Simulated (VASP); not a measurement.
# WS2 in VASP: notebook

Runs on WS2. Level: PBE+D3(BJ). Tasks: single point.

Program: VASP 6.6.1. These are calculated values, not measurements. Logs are shortened: lines on timing, memory, paths and dates and some standing lists are left out, and cuts for length are marked.

### 1 The cell of the first run

The cell holds a slab with vacuum, 6 atoms: a = 3.160 Å, b = 3.160 Å, c = 23.804 Å, α = 90.00°, β = 90.00°, γ = 120.00°.

### 2 Single point, PBE+D3(BJ)

INCAR

```
  PREC = Accurate
  ENCUT = 520
  EDIFF = 1E-6
  ISMEAR = 0
  SIGMA = 0.05
  LREAL = False
  LASPH = True
  NELM = 60
  ALGO = Normal
  ISIF = 2
  LWAVE = False
  LCHARG = False
  LDIPOL = True
  IDIPOL = 3
  DIPOL = 0.5 0.5 0.394
  GGA = PE
  IVDW = 12
  NBANDS = 35
```

KPOINTS

```
Automatic mesh
0
Gamma
  9 9 1
```

POSCAR

```
WS2
1.0
    3.1595456682      0.0000000000      0.0000000000
   -1.5797728341      2.7362468131      0.0000000000
    0.0000000000      0.0000000000     23.8042574330
S W
4 2
Direct
    0.3333333333      0.6666666667      0.1890418137
    0.3333333333      0.6666666667      0.3214605092
    0.3333333333      0.6666666667      0.4659724735
    0.3333333333      0.6666666667      0.5983911690
    0.6666666667      0.3333333333      0.2552511584
    0.0000000000      1.0000000000      0.5321818182
```

Potentials or basis: VASP PAW PBE potentials, release 64 (S, W_sv).

On the command line:

```bash
cat potpaw_PBE.64/S/POTCAR potpaw_PBE.64/W_sv/POTCAR > POTCAR
mpirun -np 1 vasp_std > vasp.out
```

OUTCAR:

```text
PREC = Accurate
   ENCUT = 520
   EDIFF = 1E-6
   ISMEAR = 0
   LREAL = False
   LASPH = True
   NELM = 60
   ISIF = 2
   GGA = PE
   IVDW = 12
 IVDW          = 12

 ion  position               nearest neighbor table
   1  0.333  0.667  0.189-   5 2.41   5 2.41   5 2.41
   2  0.333  0.667  0.321-   5 2.41   5 2.41   5 2.41
   3  0.333  0.667  0.466-   6 2.41   6 2.41   6 2.41
   4  0.333  0.667  0.598-   6 2.41   6 2.41   6 2.41
   5  0.667  0.333  0.255-   1 2.41   1 2.41   1 2.41   2 2.41   2 2.41   2 2.41
   6  0.000  0.000  0.532-   3 2.41   3 2.41   3 2.41   4 2.41   4 2.41   4 2.41

  LATTYP: Found a hexagonal cell.
 ALAT       =     3.1595456682
 C/A-ratio  =     7.5340760770

  Lattice vectors:

 A1 = (   3.1595456682,   0.0000000000,   0.0000000000)
 A2 = (  -1.5797728341,   2.7362468131,   0.0000000000)
 A3 = (   0.0000000000,   0.0000000000,  23.8042574330)

Analysis of symmetry for initial positions (statically):
=====================================================================
 Subroutine PRICEL returns:
 Original cell was already a primitive cell.

 Routine SETGRP: Setting up the symmetry group for a
 hexagonal supercell.

 Subroutine GETGRP returns: Found 12 space group operations
 (whereof  6 operations were pure point group operations)
 out of a pool of 24 trial point group operations.

The static configuration has the point symmetry C_3v.
 The point group associated with its full space group is D_3d.

Analysis of symmetry for dynamics (positions and initial velocities):
=====================================================================
 Subroutine PRICEL returns:
 Original cell was already a primitive cell.

 Routine SETGRP: Setting up the symmetry group for a
 hexagonal supercell.

 Subroutine GETGRP returns: Found 12 space group operations
 (whereof  6 operations were pure point group operations)
 out of a pool of 24 trial point group operations.

The dynamic configuration has the point symmetry C_3v.
 The point group associated with its full space group is D_3d.

 Subroutine INISYM returns: Found 12 space group operations
 (whereof  6 operations are pure point group operations),
 and found     1 'primitive' translations

----------------------------------------------------------------------------------------

                                     Primitive cell

  volume of cell :     205.7949

  direct lattice vectors                    reciprocal lattice vectors
     3.159545668  0.000000000  0.000000000     0.316501201  0.182732054  0.000000000
    -1.579772834  2.736246813  0.000000000     0.000000000  0.365464108  0.000000000
     0.000000000  0.000000000 23.804257433     0.000000000  0.000000000  0.042009292

  length of vectors
     3.159545668  3.159545668 23.804257433     0.365464108  0.365464108  0.042009292

  position of ions in fractional coordinates (direct lattice)
     0.333333333  0.666666667  0.189041814
     0.333333333  0.666666667  0.321460509
     0.333333333  0.666666667  0.465972474
     0.333333333  0.666666667  0.598391169
     0.666666667  0.333333333  0.255251158
     0.000000000  0.000000000  0.532181818

  ion indices of the primitive-cell ions
   primitive index   ion index
                 1           1
                 2           2
                 3           3
                 4           4
                 5           5
                 6           6

----------------------------------------------------------------------------------------

 KPOINTS: Automatic mesh

Automatic generation of k-mesh.
 Grid dimensions read from file:
 generate k-points for:    9    9    1

 Generating k-lattice:

  Cartesian coordinates                     Fractional coordinates (reciprocal lattice)
     0.035166800  0.020303562  0.000000000     0.111111111 -0.000000000  0.000000000
     0.000000000  0.040607123  0.000000000     0.000000000  0.111111111  0.000000000
     0.000000000  0.000000000  0.042009292     0.000000000  0.000000000  1.000000000

  Length of vectors
     0.040607123  0.040607123  0.042009292

  Shift w.r.t. Gamma in fractional coordinates (k-lattice)
     0.000000000  0.000000000  0.000000000

 Subroutine IBZKPT returns following result:
 ===========================================

 Found     12 irreducible k-points:

 Following reciprocal coordinates:
            Coordinates               Weight
  0.000000  0.000000  0.000000      1.000000
  0.111111  0.000000  0.000000      6.000000
  0.222222 -0.000000  0.000000      6.000000
  0.333333  0.000000  0.000000      6.000000
  0.444444 -0.000000  0.000000      6.000000
  0.111111  0.111111  0.000000      6.000000
  0.222222  0.111111  0.000000     12.000000
  0.333333  0.111111  0.000000     12.000000
  0.444444  0.111111  0.000000      6.000000
  0.222222  0.222222  0.000000      6.000000
  0.333333  0.222222  0.000000     12.000000
  0.333333  0.333333  0.000000      2.000000
   k-points           NKPTS =     12   k-points in BZ     NKDIM =     12   number of bands    NBANDS=     35
   number of dos      NEDOS =    301   number of ions     NIONS =      6
   total plane-waves  NPLWV = 103680
   dimension x,y,z NGX =    24 NGY =   24 NGZ =  180
   dimension x,y,z NGXF=    48 NGYF=   48 NGZF=  360
   ions per type =               4   2
   NGX,Y,Z   is equivalent  to a cutoff of  12.63, 12.63, 12.57 a.u.
   NGXF,Y,Z  is equivalent  to a cutoff of  25.26, 25.26, 25.14 a.u.
 SYSTEM =  unknown system
   PREC   = accura    normal or accurate (medium, high low for compatibility)
   ISTART =      0    job   : 0-new  1-cont  2-samecut
   ICHARG =      2    charge: 1-file 2-atom 10-const
   ISPIN  =      1    spin polarized calculation?
   LNONCOLLINEAR =      F non collinear calculations
   LSORBIT =      F    spin-orbit coupling
   LASPH  =      T    aspherical Exc in radial PAW
   ENCUT  =  520.0 eV  38.22 Ry    6.18 a.u.   5.87  5.87 44.26*2*pi/ulx,y,z
   NELM   =     60;   NELMIN=  2; NELMDL= -5     # of ELM steps
   EDIFF  = 0.1E-05   stopping-criterion for ELM
   LREAL  =      F    real-space projection
   EDIFFG = 0.1E-04   stopping-criterion for IOM
   NSW    =      0    number of steps for IOM
   IBRION =     -1    ionic relax: 0-MD 1-quasi-New 2-CG
   NFREE  =      0    steps in history (QN), initial steepest desc. (CG)
   ISIF   =      2    stress and relaxation
   ISYM   =      2    0-nonsym 1-usesym 2-fastsym
   POTIM  = 0.5000    time-step for ionic-motion
   TEBEG  =    0.0;   TEEND  =   0.0 temperature during run
   PSTRESS=    0.0 pullay stress
   NELECT =      52.0000    total number of electrons
   NUPDOWN=      -1.0000    fix difference up-down
   EMIN   =  10.00;   EMAX   =-10.00  energy-range for DOS
   EFERMI =   0.00;   METHOD = LEGACY
   ISMEAR =     0;   SIGMA  =   0.05  broadening in eV -4-tet -1-fermi 0-gaus
   EFERMI_NEDOS =   21; number of points for ismear=-14 and -15
   IALGO  =     38    algorithm
   IMIX   =      4    mixing-type and parameters
     AMIX     =   0.40;   BMIX     =  1.00
     AMIX_MAG =   1.60;   BMIX_MAG =  1.00
  volume/ion in A,a.u.               =      34.30       231.46
  Fermi-wavevector in a.u.,A,eV,Ry     =   1.034978  1.955825 14.574280  1.071179
  Thomas-Fermi vector in A             =   2.169299
   LORBIT       =      0    0 simple, 1 ext, 2 COOP (PROOUT), +10 PAW based schemes
   GGA     = PE    functional components
   LHFCALC =     F    Hartree Fock is set to
   AEXX    =    0.0000 exact exchange contribution
   IVDW    =    12    specifies the selected vdW correction
   LEPSILON=     F    determine dielectric tensor
   LRPA    =     F    only Hartree local field effects (RPA)
 non-spin polarized calculation
 Gauss-broadening in eV      SIGMA  =   0.05
  energy-cutoff  :      520.00
  volume of cell :      205.79
 maximum number of plane-waves:      5566
 NGX is ok and might be reduce to    24
   NGX = 11   NGY = 11   NGZ = 89

 dipolmoment           0.000000      0.000000      0.000033 electrons x Angstroem

 number of electron      51.9999994 magnetization

 dipolmoment           0.000000      0.000000     -0.000010 electrons x Angstroem

 Free energy of the ion-electron system (eV)
  ---------------------------------------------------
  ext. energy  EPLUGINS =         0.00000000
  ---------------------------------------------------
  free energy    TOTEN  =       -47.28090350 eV

  energy without entropy =      -47.28090350  energy(sigma->0) =      -47.28090350

 E-fermi :   1.2507     XC(G=0):  -6.1601

 val. band max:        1.0312093353   @ k =   0.0000   0.0000   0.0000
 cond. band min:       2.7403080119   @ k =   0.3333   0.3333   0.0000
 fundamental gap:      1.7090986766
 Fermi energy:         1.2507493798

 k-point     1 :       0.0000    0.0000    0.0000
  band No.  band energies     occupation
      1     -73.1892      2.00000
      2     -73.1892      2.00000
      3     -37.4427      2.00000
      4     -37.4426      2.00000
      5     -37.2660      2.00000
      6     -37.2660      2.00000
[... 27 lines left out ...]
     34       3.9116      0.00000
     35       5.8632      0.00000

 k-point     2 :       0.1111    0.0000    0.0000
  band No.  band energies     occupation
      1     -73.1870      2.00000
      2     -73.1870      2.00000
      3     -37.4350      2.00000
      4     -37.4349      2.00000
      5     -37.3087      2.00000
      6     -37.3087      2.00000
[... 27 lines left out ...]
     34       4.1351      0.00000
     35       6.2241      0.00000
[... 340 lines left out ...]
     34       6.1285      0.00000
     35       6.8247      0.00000

 k-point    12 :       0.3333    0.3333    0.0000
  band No.  band energies     occupation
      1     -73.1684      2.00000
      2     -73.1683      2.00000
      3     -37.5318      2.00000
      4     -37.5318      2.00000
      5     -37.4976      2.00000
      6     -37.4975      2.00000
[... 27 lines left out ...]
     34       6.6072      0.00000
     35       7.2712      0.00000

------------------------ aborting loop because EDIFF is reached ----------------------------------------

 vacuum level on the upper side and lower side of the slab       (xc-potential included)        -0.212        -0.213

 Edisp (eV)   -2.11373

 E8    (eV) :    -0.9175

  FORCE on cell =-STRESS in cart. coord.  units (eV):
  Direction    XX          YY          ZZ          XY          YZ          ZX
  --------------------------------------------------------------------------------------
  -------------------------------------------------------------------------------------
  Total      -0.23103    -0.23103    -0.10136     0.00000     0.00000     0.00000
  in kB      -1.79861    -1.79861    -0.78914     0.00000     0.00000     0.00000
  external pressure =       -1.46 kB  Pullay stress =        0.00 kB

 VOLUME and BASIS-vectors are now :
 -----------------------------------------------------------------------------
  energy-cutoff  :      520.00
  volume of cell :      205.79
      direct lattice vectors                 reciprocal lattice vectors
     3.159545668  0.000000000  0.000000000     0.316501201  0.182732054  0.000000000
    -1.579772834  2.736246813  0.000000000     0.000000000  0.365464108  0.000000000
     0.000000000  0.000000000 23.804257433     0.000000000  0.000000000  0.042009292

 POSITION                                       TOTAL-FORCE (eV/Angst)
 -----------------------------------------------------------------------------------
     -0.00000      1.82416      4.50000        -0.000000      0.000000      0.002851
     -0.00000      1.82416      7.65213        -0.000000      0.000000     -0.054431
     -0.00000      1.82416     11.09213         0.000000     -0.000000      0.054431
     -0.00000      1.82416     14.24426         0.000000     -0.000000     -0.002851
      1.57977      0.91208      6.07606        -0.000000     -0.000000      0.027664
      0.00000      0.00000     12.66819         0.000000      0.000000     -0.027664
 -----------------------------------------------------------------------------------
    total drift:                                0.000000     -0.000000     -0.000707

  FREE ENERGIE OF THE ION-ELECTRON SYSTEM (eV)
  ---------------------------------------------------
  free  energy   TOTEN  =       -49.3946334048 eV

  energy  without entropy=      -49.3946334048  energy(sigma->0) =      -49.39463340

 vacuum level on the upper side and lower side of the slab         6.309         6.308
```

It took 3.9 min on 1 thread of AMD EPYC 7R13, shared host; peak memory 0.31 GiB.

Results:

```yaml
Free_energy: -49.3946 eV
Largest_force: 0.054 eV/Å
Band_gap_on_the_k_mesh: 1.71 eV (least direct gap 1.92 eV)
Dispersion_energy_per_atom: -0.352 eV
```

Forces in eV/Å, atoms in the order of the input:
```
S    0.000  0.000  0.003
S    0.000  0.000 -0.054
S    0.000  0.000  0.054
S    0.000  0.000 -0.003
W    0.000  0.000  0.028
W    0.000  0.000 -0.028
```

Caveat: spin-orbit coupling is left out, which moves the levels of the heavy elements.

[end of part 1 of 2]
